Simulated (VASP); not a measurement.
Si2N:

```xyz
6
Lattice="4.9055 0.0000 0.0000 0.0000 2.7722 0.0000 -1.2489 0.0000 5.3685" Properties=species:S:1:pos:R:3 pbc="T T T"
Si    1.1960    0.0000    0.3075
Si    0.5317    1.3861    3.1984
Si    2.4607    0.0000    5.0610
Si    3.1249    1.3861    2.1701
N     2.3049    1.3861    3.8588
N     1.3517    1.3861    1.5097
```

- Program: VASP 6.6.1
- Task: relaxation of cell and atoms
- Functional: PBE
- Potentials or basis: VASP PAW PBE potentials, release 64 (Si, N)
- Cutoff: 600 eV
- k mesh: 4 × 6 × 4
- Occupations: gaussian, width 0.1 eV
- Spin: no spin polarisation

At the start: pressure 0.8 GPa; volume 12.17 Å³/atom.

Question: How do energy, volume and symmetry change on relaxing?

Answer: Over 6 steps the energy falls by 3.6 meV/atom and the volume is 12.26 Å³/atom (+0.7 %); space group P2/m (No. 10, to 0.1 Å) before and after.

The path:
```
step  energy change (eV)  largest force (eV/Å)  pressure (GPa)  volume (Å³)
   1              0.0000                0.2712            0.78        73.01
   2             -0.0169                0.1862           -0.43        73.63
   3             -0.0169                0.1847           -0.43        73.63
   4             -0.0196                0.1054            0.39        73.37
   5             -0.0196                0.1090            0.41        73.36
   6             -0.0216                0.0392            0.02        73.54
```

Final structure:
```cif
data_structure
_symmetry_space_group_name_H-M 'P 1'
_symmetry_Int_Tables_number 1
_cell_length_a 4.8959
_cell_length_b 2.8023
_cell_length_c 5.5203
_cell_angle_alpha 90.000
_cell_angle_beta 103.839
_cell_angle_gamma 90.000
_cell_volume 73.54
loop_
_atom_site_label
_atom_site_type_symbol
_atom_site_fract_x
_atom_site_fract_y
_atom_site_fract_z
_atom_site_occupancy
Si1 Si 0.25915 0.00000 0.05708 1
Si2 Si 0.25611 0.50000 0.59165 1
Si3 Si 0.74085 0.00000 0.94292 1
Si4 Si 0.74389 0.50000 0.40835 1
N1 N 0.65249 0.50000 0.72178 1
N2 N 0.34751 0.50000 0.27822 1
```

Caveat: the k points lie up to 0.37 Å⁻¹ apart in the final cell, too coarse for converged energies and pressures of a metal.
